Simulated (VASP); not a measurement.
# Ru: relaxation of cell and atoms with r2SCAN

Crystal: Ru.

```
CELL_PARAMETERS angstrom
2.44628 0.00000 0.00000
0.00000 2.44628 0.00000
0.00000 0.00000 2.44628
ATOMIC_POSITIONS crystal
Ru 0.00000 0.00000 0.00000
```

This isn't the form of Ru at room conditions, which is hcp.

* Program: VASP 6.6.1
* Task: relaxation of cell and atoms
* Functional: r2SCAN
* Potentials or basis: VASP PAW PBE potentials, release 64 (Ru_sv)
* Cutoff: 620 eV
* k mesh: 13 × 13 × 13
* Occupations: fermi-dirac, width 0.1 eV
* Spin: no spin polarisation
* Dipole correction: no
* Further INCAR settings: ALGO = Normal; EDIFF = 1e-07; IBRION = 2; EDIFFG = -0.01; NSW = 80; ISIF = 3

The relaxed volume is 15.48 Å³/atom. The relaxed cell is a = 2.492 Å, b = 2.492 Å, c = 2.492 Å, α = 90.00°, β = 90.00°, γ = 90.00°, the space group after relaxing (to 0.1 Å) is Pm-3m (No. 221) and the energy gained by relaxing is 37.7 meV/atom. The ionic steps are 4. The pressure after relaxing is -0.1 GPa and the band gap on the k mesh is zero (bands 8 and 9 overlap by 4.65 eV).

Step by step:
```
step  energy change (eV)  largest force (eV/Å)  pressure (GPa)  volume (Å³)
   1              0.0000                0.0000           15.25        14.64
   2              0.1614                0.0000          -24.07        17.79
   3             -0.0376                0.0000           -0.70        15.52
   4             -0.0377                0.0000           -0.06        15.48
```

Final structure:
```xyz
1
Lattice="2.4923 0.0000 0.0000 0.0000 2.4923 0.0000 0.0000 0.0000 2.4923" Properties=species:S:1:pos:R:3 pbc="T T T"
Ru    0.0000    0.0000    0.0000
```

Levels at points of the mesh, in eV from the Fermi level:
```csv
k point,band 5,band 6,band 7,band 8,band 9,band 10,band 11,band 12
"(0.00, 0.00, 0.00)",-7.45,-5.77,-5.77,1.73,1.73,1.73,17.63,17.63
```

Run time: 3.9 min on 1 thread of Intel(R) Xeon(R) Platinum 8259CL CPU @ 2.50GHz (Skylake/Cascade Lake) (shared host), peak memory 0.14 GiB.

Caveat: the PAW data sets were made with another functional, which shifts forces and pressure a little.
